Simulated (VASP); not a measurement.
Write the native input for VASP 6.6.1 that does the following.

```yaml
Task: single point
Functional: PBE
Potentials_or_basis: VASP PAW PBE potentials, release 64 (Rb_sv, Mg, Ag, C, N)
Cutoff: 520 eV
k_mesh: 4 × 4 × 4
Occupations: gaussian, width 0.1 eV
Spin: collinear spin
Starting_moments: "[0.0, 0.0, 0.0, 1.0, 0.0, 0.0, 0.0, 0.0, 0.0, 0.0, 0.0, 0.0, 0.0, 0.0, 0.0, 0.0] μB"
Dipole_correction: no
Further_INCAR_settings: LREAL = Auto; ALGO = Normal; EDIFF = 1e-06; NBANDS = 60
```

The structure of Rb2MgAgC6N6 lies in POSCAR:

```
Rb2MgAgC6N6
1.0
    0.0000000000      5.2670000000      5.2670000000
    5.2670000000      0.0000000000      5.2670000000
    5.2670000000      5.2670000000      0.0000000000
Rb Mg Ag C N
2 1 1 6 6
Direct
    0.2500000000      0.2500000000      0.2500000000
    0.7500000000      0.7500000000      0.7500000000
    0.5000000000      0.5000000000      0.5000000000
    0.0000000000      0.0000000000      0.0000000000
    0.8080501200      0.1919498800      0.1919498800
    0.1919498800      0.8080501200      0.1919498800
    0.1919498800      0.1919498800      0.8080501200
    0.1919498800      0.8080501200      0.8080501200
    0.8080501200      0.1919498800      0.8080501200
    0.8080501200      0.8080501200      0.1919498800
    0.6969812000      0.3030188000      0.3030188000
    0.3030188000      0.6969812000      0.3030188000
    0.3030188000      0.3030188000      0.6969812000
    0.3030188000      0.6969812000      0.6969812000
    0.6969812000      0.3030188000      0.6969812000
    0.6969812000      0.6969812000      0.3030188000
```

The input as run:

INCAR

```
PREC = Accurate
ENCUT = 520
EDIFF = 1E-6
ISMEAR = 0
SIGMA = 0.1
LREAL = Auto
LASPH = T
NELM = 150
ALGO = Normal
ISIF = 2
LWAVE = F
LCHARG = F
ISPIN = 2
MAGMOM = 0 0 0 1 0 0 0 0 0 0 0 0 0 0 0 0
LORBIT = 11
LMAXMIX = 4
GGA = PE
NBANDS = 60
```

KPOINTS

```
regular mesh
0
Gamma
  4 4 4
```

Potentials or basis: VASP PAW PBE potentials, release 64 (Rb_sv, Mg, Ag, C, N).

Command:

```sh
$ cat potpaw_PBE.64/Rb_sv/POTCAR potpaw_PBE.64/Mg/POTCAR potpaw_PBE.64/Ag/POTCAR potpaw_PBE.64/C/POTCAR potpaw_PBE.64/N/POTCAR > POTCAR
$ mpirun -np 1 vasp_std > vasp.out
```

It gave:

The pressure is 11.6 GPa. The largest force is 3.176 eV/Å and the band gap on the k mesh is zero (filled and empty bands overlap). The net moment is 1.00 μB per cell and the site moments are Rb +0.00; Mg +0.00; Ag +0.40; C +0.07; N +0.00 μB. The valence electrons inside the program's atomic spheres are Rb 7.29; Mg 0.41; Ag 10.59; C 2.61; N 3.91.

Caveat: the cell stands under pressure; forces of over 1 eV/Å act on the atoms, so gaps and moduli don't describe the material at rest.

Run time: 16 min on 1 thread of Intel Xeon 8259CL (shared host), peak memory 0.67 GiB.
